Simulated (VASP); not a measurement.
Wanted: the native input for a VASP 6.6.1 run.

| Item | Value |
| --- | --- |
| Task | single point |
| Functional | PBE |
| Potentials or basis | VASP PAW PBE potentials, release 64 (Ag) |
| Cutoff | 520 eV |
| k mesh | 11 × 11 × 11 |
| Occupations | fermi-dirac, width 0.05 eV |
| Spin | no spin polarisation |
| Dipole correction | no |
| Further INCAR settings | ALGO = Normal; EDIFF = 1e-06; NBANDS = 12 |

The structure of Ag lies in POSCAR:

```
Ag
1.0
   -1.6556540000      1.6556540000      1.6556540000
    1.6556540000     -1.6556540000      1.6556540000
    1.6556540000      1.6556540000     -1.6556540000
Ag
1
Direct
    0.0000000000      0.0000000000      0.0000000000
```

One way to write it, as run:

INCAR

```
PREC = Accurate
ENCUT = 520
EDIFF = 1E-6
ISMEAR = -1
SIGMA = 0.05
LREAL = False
LASPH = True
NELM = 100
ALGO = Normal
ISIF = 2
LWAVE = False
LCHARG = False
GGA = PE
NBANDS = 12
```

KPOINTS

```
Automatic mesh
0
Gamma
  11 11 11
```

Potentials or basis: VASP PAW PBE potentials, release 64 (Ag).

The run is started by

```sh
$ cat potpaw_PBE.64/Ag/POTCAR > POTCAR
$ mpirun -np 1 vasp_std > vasp.out
```

Results of the run:

```
Pressure : -0.9 GPa
```

Run time: 3.8 s on 1 thread of Intel(R) Xeon(R) 6975P-C (Granite Rapids), on a shared host, peak memory 0.14 GiB.
